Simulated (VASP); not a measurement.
# CuCl2 (I4/mmm) in VASP: notebook

The runs below take CuCl2 through single point, with PBEsol.

Program: VASP 6.6.1. These are calculated values, not measurements. Logs are shortened: lines on timing, memory, paths and dates and some standing lists are left out, and cuts for length are marked.

**1. The cell of the first run**

The structure is tetragonal, space group I4/mmm (No. 139). Conventional cell: a = 4.510 Å, b = 4.510 Å, c = 13.720 Å, α = 90.00°, β = 90.00°, γ = 90.00°. Within 3.0 Å of Cu (site symmetry 4/mmm) lie 4 Cl at 2.25 Å. Within 3.0 Å of Cl (site symmetry mmm) lie 2 Cu at 2.25 Å.

**2. Single point, PBEsol**

Input file INCAR:

```
SYSTEM = CuCl2
ALGO = Normal
EDIFF = 1E-6
ENCUT = 520
GGA = PS
ISIF = 2
ISMEAR = -1
LASPH = .True.
LCHARG = .False.
LREAL = .False.
LWAVE = .False.
NBANDS = 20
NELM = 60
PREC = Accurate
SIGMA = 0.05
```

Input file KPOINTS:

```
k-points
0
Gamma
  8 8 8
  0 0 0
```

Input file POSCAR:

```
CuCl2
1.0
   -2.2548590000      2.2548590000      6.8599030000
    2.2548590000     -2.2548590000      6.8599030000
    2.2548590000      2.2548590000     -6.8599030000
Cu Cl
1 2
Direct
    0.0000000000      0.0000000000      0.0000000000
    0.0000000000      0.5000000000      0.5000000000
    0.5000000000      0.0000000000      0.5000000000
```

Potentials or basis: VASP PAW PBE potentials, release 64 (Cu, Cl).

Launch:

```bash
$ cat potpaw_PBE.64/Cu/POTCAR potpaw_PBE.64/Cl/POTCAR > POTCAR
$ mpirun -np 1 vasp_std > vasp.out
```

OUTCAR:

```text
SYSTEM = CuCl2
   EDIFF = 1E-6
   ENCUT = 520
   GGA = PS
   ISIF = 2
   ISMEAR = -1
   LASPH = .True.
   LREAL = .False.
   NELM = 60
   PREC = Accurate

 ion  position               nearest neighbor table
   1  0.000  0.000  0.000-   2 2.25   3 2.25   2 2.25   3 2.25
   2  0.000  0.500  0.500-   1 2.25   1 2.25
   3  0.500  0.000  0.500-   1 2.25   1 2.25

  LATTYP: Found a body centered tetragonal cell.
 ALAT       =     4.5097180000
 C/A-ratio  =     3.0422758141

  Lattice vectors:

 A1 = (  -2.2548590000,   2.2548590000,   6.8599030000)
 A2 = (   2.2548590000,  -2.2548590000,   6.8599030000)
 A3 = (   2.2548590000,   2.2548590000,  -6.8599030000)

Analysis of symmetry for initial positions (statically):
=====================================================================
 Subroutine PRICEL returns:
 Original cell was already a primitive cell.

 Routine SETGRP: Setting up the symmetry group for a
 body centered tetragonal supercell.

 Subroutine GETGRP returns: Found 16 space group operations
 (whereof 16 operations were pure point group operations)
 out of a pool of 16 trial point group operations.

The static configuration has the point symmetry D_4h.

Analysis of symmetry for dynamics (positions and initial velocities):
=====================================================================
 Subroutine PRICEL returns:
 Original cell was already a primitive cell.

 Routine SETGRP: Setting up the symmetry group for a
 body centered tetragonal supercell.

 Subroutine GETGRP returns: Found 16 space group operations
 (whereof 16 operations were pure point group operations)
 out of a pool of 16 trial point group operations.

The dynamic configuration has the point symmetry D_4h.

 Subroutine INISYM returns: Found 16 space group operations
 (whereof 16 operations are pure point group operations),
 and found     1 'primitive' translations

----------------------------------------------------------------------------------------

                                     Primitive cell

  volume of cell :     139.5137

  direct lattice vectors                    reciprocal lattice vectors
    -2.254859000  2.254859000  6.859903000     0.000000000  0.221743355  0.072887328
     2.254859000 -2.254859000  6.859903000     0.221743355  0.000000000  0.072887328
     2.254859000  2.254859000 -6.859903000     0.221743355  0.221743355  0.000000000

  length of vectors
     7.564856072  7.564856072  7.564856072     0.233415248  0.233415248  0.313592460

  position of ions in fractional coordinates (direct lattice)
     0.000000000  0.000000000  0.000000000
     0.000000000  0.500000000  0.500000000
     0.500000000  0.000000000  0.500000000

  ion indices of the primitive-cell ions
   primitive index   ion index
                 1           1
                 2           2
                 3           3

----------------------------------------------------------------------------------------

 KPOINTS: k-points

Automatic generation of k-mesh.
 Grid dimensions read from file:
 generate k-points for:    8    8    8

 Generating k-lattice:

  Cartesian coordinates                     Fractional coordinates (reciprocal lattice)
     0.000000000  0.027717919  0.009110916     0.125000000  0.000000000  0.000000000
     0.027717919  0.000000000  0.009110916     0.000000000  0.125000000  0.000000000
     0.027717919  0.027717919  0.000000000     0.000000000  0.000000000  0.125000000

  Length of vectors
     0.029176906  0.029176906  0.039199058

  Shift w.r.t. Gamma in fractional coordinates (k-lattice)
     0.000000000  0.000000000  0.000000000

 Subroutine IBZKPT returns following result:
 ===========================================

 Found     59 irreducible k-points:

 Following reciprocal coordinates:
            Coordinates               Weight
  0.000000  0.000000  0.000000      1.000000
  0.125000  0.000000  0.000000      8.000000
  0.250000  0.000000  0.000000      8.000000
  0.375000 -0.000000  0.000000      8.000000
  0.500000  0.000000  0.000000      4.000000
  0.125000  0.125000  0.000000      8.000000
[... 16 lines left out ...]
  0.250000  0.125000  0.125000     16.000000
  0.375000  0.125000  0.125000      8.000000
 [... further k-points ...]
   k-points           NKPTS =     59   k-points in BZ     NKDIM =     59   number of bands    NBANDS=     20
   number of dos      NEDOS =    301   number of ions     NIONS =      3
   total plane-waves  NPLWV = 175616
   dimension x,y,z NGX =    56 NGY =   56 NGZ =   56
   dimension x,y,z NGXF=   112 NGYF=  112 NGZF=  112
   ions per type =               1   2
   NGX,Y,Z   is equivalent  to a cutoff of  12.31, 12.31, 12.31 a.u.
   NGXF,Y,Z  is equivalent  to a cutoff of  24.61, 24.61, 24.61 a.u.
 SYSTEM =  CuCl2
   PREC   = accura    normal or accurate (medium, high low for compatibility)
   ISTART =      0    job   : 0-new  1-cont  2-samecut
   ICHARG =      2    charge: 1-file 2-atom 10-const
   ISPIN  =      1    spin polarized calculation?
   LNONCOLLINEAR =      F non collinear calculations
   LSORBIT =      F    spin-orbit coupling
   LASPH  =      T    aspherical Exc in radial PAW
   ENCUT  =  520.0 eV  38.22 Ry    6.18 a.u.  14.07 14.07 14.07*2*pi/ulx,y,z
   NELM   =     60;   NELMIN=  2; NELMDL= -5     # of ELM steps
   EDIFF  = 0.1E-05   stopping-criterion for ELM
   LREAL  =      F    real-space projection
   EDIFFG = 0.1E-04   stopping-criterion for IOM
   NSW    =      0    number of steps for IOM
   IBRION =     -1    ionic relax: 0-MD 1-quasi-New 2-CG
   NFREE  =      0    steps in history (QN), initial steepest desc. (CG)
   ISIF   =      2    stress and relaxation
   ISYM   =      2    0-nonsym 1-usesym 2-fastsym
   POTIM  = 0.5000    time-step for ionic-motion
   TEBEG  =    0.0;   TEEND  =   0.0 temperature during run
   PSTRESS=    0.0 pullay stress
   NELECT =      25.0000    total number of electrons
   NUPDOWN=      -1.0000    fix difference up-down
   EMIN   =  10.00;   EMAX   =-10.00  energy-range for DOS
   EFERMI =   0.00;   METHOD = LEGACY
   ISMEAR =    -1;   SIGMA  =   0.05  broadening in eV -4-tet -1-fermi 0-gaus
   EFERMI_NEDOS =   21; number of points for ismear=-14 and -15
   IALGO  =     38    algorithm
   IMIX   =      4    mixing-type and parameters
     AMIX     =   0.40;   BMIX     =  1.00
     AMIX_MAG =   1.60;   BMIX_MAG =  1.00
  volume/ion in A,a.u.               =      46.50       313.83
  Fermi-wavevector in a.u.,A,eV,Ry     =   0.922959  1.744140 11.590177  0.851854
  Thomas-Fermi vector in A             =   2.048543
   LORBIT       =      0    0 simple, 1 ext, 2 COOP (PROOUT), +10 PAW based schemes
   GGA     = PS    functional components
   LHFCALC =     F    Hartree Fock is set to
   AEXX    =    0.0000 exact exchange contribution
   IVDW    =     0    specifies the selected vdW correction
   LEPSILON=     F    determine dielectric tensor
   LRPA    =     F    only Hartree local field effects (RPA)
 non-spin polarized calculation
  energy-cutoff  :      520.00
  volume of cell :      139.51
 maximum number of plane-waves:      3797
   NGX = 29   NGY = 29   NGZ = 29

 number of electron      25.0000002 magnetization

 Free energy of the ion-electron system (eV)
  ---------------------------------------------------
  ext. energy  EPLUGINS =         0.00000000
  ---------------------------------------------------
  free energy    TOTEN  =        -9.12064959 eV

  energy without entropy =       -9.10454350  energy(sigma->0) =       -9.11259654

 E-fermi :  -3.1198     XC(G=0):  -5.2800

 val. band max:       -3.1941501310   @ k =  -0.3750   0.3750   0.0000
 cond. band min:      -3.0361627688   @ k =   0.5000   0.3750   0.0000
 fundamental gap:      0.1579873622
 Fermi energy:        -3.1198234886

 k-point     1 :       0.0000    0.0000    0.0000
  band No.  band energies     occupation
      1     -17.7164      2.00000
      2     -16.5629      2.00000
      3      -6.9387      2.00000
      4      -6.9387      2.00000
      5      -5.4515      2.00000
      6      -5.0813      2.00000
[... 12 lines left out ...]
     19       7.1387      0.00000
     20       7.3902      0.00000

 k-point     2 :       0.1250    0.0000    0.0000
  band No.  band energies     occupation
      1     -17.6683      2.00000
      2     -16.5976      2.00000
      3      -7.1686      2.00000
      4      -6.8949      2.00000
      5      -5.4778      2.00000
      6      -5.1867      2.00000
[... 12 lines left out ...]
     19       7.2441      0.00000
     20       7.5438      0.00000

 k-point     3 :       0.2500    0.0000    0.0000
  band No.  band energies     occupation
      1     -17.5329      2.00000
      2     -16.7006      2.00000
      3      -7.6184      2.00000
      4      -6.7700      2.00000
      5      -5.5429      2.00000
      6      -5.4396      2.00000
[... 12 lines left out ...]
     19       7.5594      0.00000
     20       7.8412      0.00000

 k-point     4 :       0.3750   -0.0000    0.0000
  band No.  band energies     occupation
      1     -17.3382      2.00000
      2     -16.8631      2.00000
      3      -7.9828      2.00000
      4      -6.5930      2.00000
      5      -5.7253      2.00000
      6      -5.6078      2.00000
[... 12 lines left out ...]
     19       7.5096      0.00000
     20       8.0632      0.00000

 k-point     5 :       0.5000    0.0000    0.0000
  band No.  band energies     occupation
      1     -17.1783      2.00000
      2     -17.0097      2.00000
      3      -8.1175      2.00000
      4      -6.4794      2.00000
      5      -5.8799      2.00000
      6      -5.6342      2.00000
[... 12 lines left out ...]
     19       6.9069      0.00000
     20       8.0111      0.00000

 k-point     6 :       0.1250    0.1250    0.0000
  band No.  band energies     occupation
      1     -17.6217      2.00000
      2     -16.6279      2.00000
      3      -7.2824      2.00000
      4      -6.9986      2.00000
      5      -5.4953      2.00000
      6      -5.3689      2.00000
[... 12 lines left out ...]
     19       7.3045      0.00000
     20       7.7089      0.00000

 k-point     7 :       0.2500    0.1250    0.0000
  band No.  band energies     occupation
      1     -17.4912      2.00000
      2     -16.7192      2.00000
      3      -7.7107      2.00000
      4      -6.9676      2.00000
      5      -5.7172      2.00000
      6      -5.5452      2.00000
[... 12 lines left out ...]
     19       7.2291      0.00000
     20       7.9947      0.00000
[... 277 lines left out ...]
 k-point    20 :      -0.3750    0.3750    0.0000
  band No.  band energies     occupation
      1     -17.1006      2.00000
      2     -16.9191      2.00000
      3      -8.8004      2.00000
      4      -7.3263      2.00000
      5      -6.7679      2.00000
      6      -5.5880      2.00000
[... 12 lines left out ...]
     19       6.7076      0.00000
     20       7.0032      0.00000

 k-point    21 :       0.5000    0.5000    0.0000
  band No.  band energies     occupation
      1     -16.9754      2.00000
      2     -16.9753      2.00000
      3      -9.1168      2.00000
      4      -7.3904      2.00000
      5      -6.9811      2.00000
      6      -5.6005      2.00000
[... 12 lines left out ...]
     19       6.3769      0.00000
     20       6.8649      0.00000

 k-point    22 :       0.1250    0.1250    0.1250
  band No.  band energies     occupation
      1     -17.3761      2.00000
      2     -16.7779      2.00000
      3      -8.0478      2.00000
      4      -7.1636      2.00000
      5      -6.1486      2.00000
      6      -5.5554      2.00000
[... 12 lines left out ...]
     19       7.1181      0.00000
     20       8.0544      0.00000

 k-point    23 :       0.2500    0.1250    0.1250
  band No.  band energies     occupation
      1     -17.2156      2.00000
      2     -16.8810      2.00000
      3      -8.4205      2.00000
      4      -7.2001      2.00000
      5      -6.4622      2.00000
      6      -5.5925      2.00000
[... 12 lines left out ...]
     19       7.2213      0.00000
     20       7.5967      0.00000

 k-point    24 :       0.3750    0.1250    0.1250
  band No.  band energies     occupation
      1     -17.0799      2.00000
      2     -16.9926      2.00000
      3      -8.5682      2.00000
      4      -7.1974      2.00000
      5      -6.5775      2.00000
      6      -5.6166      2.00000
[... 12 lines left out ...]
     19       6.5173      0.00000
     20       7.5996      0.00000

 [... further k-points ...]

------------------------ aborting loop because EDIFF is reached ----------------------------------------

  FORCE on cell =-STRESS in cart. coord.  units (eV):
  Direction    XX          YY          ZZ          XY          YZ          ZX
  --------------------------------------------------------------------------------------
  -------------------------------------------------------------------------------------
  Total       -1.1005617     -1.1005617     -0.0001299      0.0000000     -0.0000000      0.0000000
  in kB      -12.6388697    -12.6388697     -0.0014922      0.0000000     -0.0000000      0.0000000
  external PRESSURE =      -8.4264105 kB  Pullay stress =       0.0000000 kB

 VOLUME and BASIS-vectors are now :
 -----------------------------------------------------------------------------
  energy-cutoff  :      520.00
  volume of cell :      139.51
      direct lattice vectors                 reciprocal lattice vectors
    -2.254859000  2.254859000  6.859903000     0.000000000  0.221743355  0.072887328
     2.254859000 -2.254859000  6.859903000     0.221743355  0.000000000  0.072887328
     2.254859000  2.254859000 -6.859903000     0.221743355  0.221743355  0.000000000

 POSITION                                       TOTAL-FORCE (eV/Angst)
 -----------------------------------------------------------------------------------
      0.00000      0.00000      0.00000         0.000000     -0.000000     -0.000000
      2.25486      0.00000      0.00000         0.000000      0.000000     -0.000000
      0.00000      2.25486      0.00000        -0.000000      0.000000      0.000000
 -----------------------------------------------------------------------------------
    total drift:                               -0.000000      0.000000      0.000000

  FREE ENERGIE OF THE ION-ELECTRON SYSTEM (eV)
  ---------------------------------------------------
  free  energy   TOTEN  =        -9.1206495878 eV

  energy  without entropy=       -9.1045434972  energy(sigma->0) =       -9.11259654
```

It took 3.5 min on 1 thread of Intel Xeon 6975P-C (Granite Rapids), shared host; peak memory 0.49 GiB.

What came out:

| Property | Result |
| --- | --- |
| Free energy | -9.1206 eV |
| Pressure | -0.8 GPa |
| Band gap on the k mesh | zero (an odd number of electrons rules out a gap without spin polarisation) |

Stress tensor (GPa, compression positive):
```
-1.26  0.00  0.00
 0.00 -1.26  0.00
 0.00  0.00  0.00
```

Levels at points of the mesh, in eV from the Fermi level:
| k point | band 9 | band 10 | band 11 | band 12 | band 13 | band 14 | band 15 | band 16 | band 17 | band 18 |
| --- | --- | --- | --- | --- | --- | --- | --- | --- | --- | --- |
| (0.00, 0.00, 0.00) | -1.52 | -1.31 | -0.97 | -0.66 | -0.66 | 3.16 | 5.89 | 7.99 | 8.93 | 10.26 |
| (0.50, 0.00, 0.00) | -1.52 | -1.36 | -0.57 | -0.42 | -0.33 | 6.51 | 6.57 | 8.14 | 8.20 | 9.91 |
| (0.50, 0.50, 0.00) | -0.81 | -0.30 | -0.30 | 0.23 | 1.96 | 5.33 | 8.26 | 8.45 | 8.53 | 8.54 |
| (0.50, 0.50, 0.50) | -1.52 | -1.30 | -0.96 | -0.66 | -0.66 | 3.23 | 6.22 | 7.37 | 9.72 | 9.94 |

Caveat: the PAW data sets were made with another functional, which shifts forces and pressure a little; an odd number of electrons without spin polarisation forces a metal; a magnetic or distorted state may lie lower.

**3. Single point, PBEsol**

Input file INCAR:

```
PREC = Accurate
ENCUT = 520
EDIFF = 1E-6
ISMEAR = -1
SIGMA = 0.05
LREAL = False
LASPH = True
NELM = 100
ALGO = Normal
ISIF = 2
LWAVE = False
LCHARG = False
GGA = PS
NBANDS = 20
```

Input file KPOINTS:

```
regular mesh
0
Gamma
  8 8 8
```

POSCAR is that of step 2.

Potentials or basis: VASP PAW PBE potentials, release 64 (Cu, Cl).

Launch:

```bash
$ cat potpaw_PBE.64/Cu/POTCAR potpaw_PBE.64/Cl/POTCAR > POTCAR
$ mpirun -np 1 vasp_std > vasp.out
```

Wall time 3.4 min (1 thread of Intel Xeon 6975P-C (Granite Rapids), shared host); peak memory 0.49 GiB.

Results (log left out):

- Free energy: -9.1206 eV
- Pressure: -0.8 GPa
- Band gap on the k mesh: zero (an odd number of electrons rules out a gap without spin polarisation)

Stress tensor (GPa, compression positive):
```
-1.26  0.00  0.00
 0.00 -1.26  0.00
 0.00  0.00  0.00
```

Levels at points of the mesh, in eV from the Fermi level:
```tsv
k point	band 9	band 10	band 11	band 12	band 13	band 14	band 15	band 16	band 17	band 18
(0.00, 0.00, 0.00)	-1.52	-1.31	-0.97	-0.66	-0.66	3.16	5.89	7.99	8.93	10.26
(0.50, 0.00, 0.00)	-1.52	-1.36	-0.57	-0.42	-0.33	6.51	6.57	8.14	8.20	9.91
(0.50, 0.50, 0.00)	-0.81	-0.30	-0.30	0.23	1.96	5.33	8.26	8.45	8.53	8.54
(0.50, 0.50, 0.50)	-1.52	-1.30	-0.96	-0.66	-0.66	3.23	6.22	7.37	9.72	9.94
```

Caveat: the PAW data sets were made with another functional, which shifts forces and pressure a little; an odd number of electrons without spin polarisation forces a metal; a magnetic or distorted state may lie lower.

The gap in the log of VASP goes by the Fermi energy; the results here count the filled bands.